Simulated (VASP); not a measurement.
A run of VASP 6.6.1 is set up as follows.

Contents of INCAR:

```
ALGO = Normal
EDIFF = 1E-7
ENCUT = 520
GGA = PE
ISIF = 2
ISMEAR = 0
ISYM = 0
LASPH = True
LCHARG = True
LELF = True
LREAL = Auto
LVHAR = True
LWAVE = False
NBANDS = 66
NELM = 80
PREC = Accurate
SIGMA = 0.1
```

Contents of KPOINTS:

```
k-points
0
Gamma
  4 4 3
```

File POSCAR:

```
SiC
1.0
   -4.6566654321     -4.6339042511      0.1346407028
   -0.1426342392      4.6412794845      4.3953033967
   -4.4494115358      4.5615954186     -4.1738097794
C Si
12 12
Direct
    0.5405950883      0.9945456749      0.0463766681
    0.3249495088      0.1230099081      0.6902398139
    0.5013303203      0.4825879974      0.9784663605
    0.7429126619      0.6766112704      0.6764580918
    0.7260978880      0.9149239728      0.3610733863
    0.7844908727      0.1320413925      0.9418986866
    0.4652878232      0.4056263683      0.1738117768
    0.7600889317      0.6481752273      0.8870951719
    0.7016400568      0.8626599291      0.5634864730
    0.2562249301      0.9224477390      0.5847626988
    0.5593416157      0.9875033289      0.2574014311
    0.9352560423      0.9567665177      0.2662846919
    0.9380250755      0.9525691988      0.0157634511
    0.8174570010      0.1537288246      0.6908978026
    0.6384400347      0.3114310057      0.3087441530
    0.1903863683      0.2979756806      0.2942234537
    0.9462928628      0.4860141452      0.9516021218
    0.3831057841      0.7243430730      0.6441641574
    0.2090127918      0.9010232555      0.3463362212
    0.3461400354      0.1424480766      0.9411024303
    0.6400287502      0.3756113892      0.5955290061
    0.1994250954      0.3217469770      0.5965799457
    0.0204427824      0.5313626740      0.2463593018
    0.3626910716      0.6830778392      0.9388543189
```

Potentials or basis: VASP PAW PBE potentials, release 64 (C, Si).

The run is started by

```sh
$ cat potpaw_PBE.64/C/POTCAR potpaw_PBE.64/Si/POTCAR > POTCAR
$ mpirun -np 1 vasp_std > vasp.out
```

Q: Estimate the largest force.

A: 0.057 eV/Å.

Q: Predict the pressure.

A: 0.0 GPa.

Q: What does it give for the band gap on the k mesh?

A: 0.10 eV (least direct gap 0.19 eV).

Forces in eV/Å, atoms in the order of the input:
```
C   -0.002 -0.007 -0.011
C   -0.031  0.046  0.012
C    0.020 -0.018  0.007
C    0.007 -0.001  0.016
C    0.021  0.011 -0.020
C   -0.003 -0.010  0.013
C   -0.021  0.020 -0.036
C   -0.018  0.002  0.004
C   -0.007  0.010 -0.024
C    0.011 -0.031 -0.023
C   -0.007 -0.005  0.005
C   -0.003 -0.025  0.029
Si  -0.015 -0.014  0.013
Si   0.001  0.008 -0.001
Si  -0.003  0.000  0.011
Si   0.015  0.014  0.005
Si  -0.025 -0.001 -0.009
Si  -0.008  0.013  0.006
Si   0.005 -0.001  0.001
Si   0.023  0.019 -0.003
Si  -0.001 -0.016 -0.009
Si   0.002 -0.004  0.004
Si   0.015 -0.010  0.003
Si   0.025  0.000  0.008
```

Caveat: semilocal functionals underestimate gaps, and a narrow one can read as zero. A k mesh can miss the band edges.
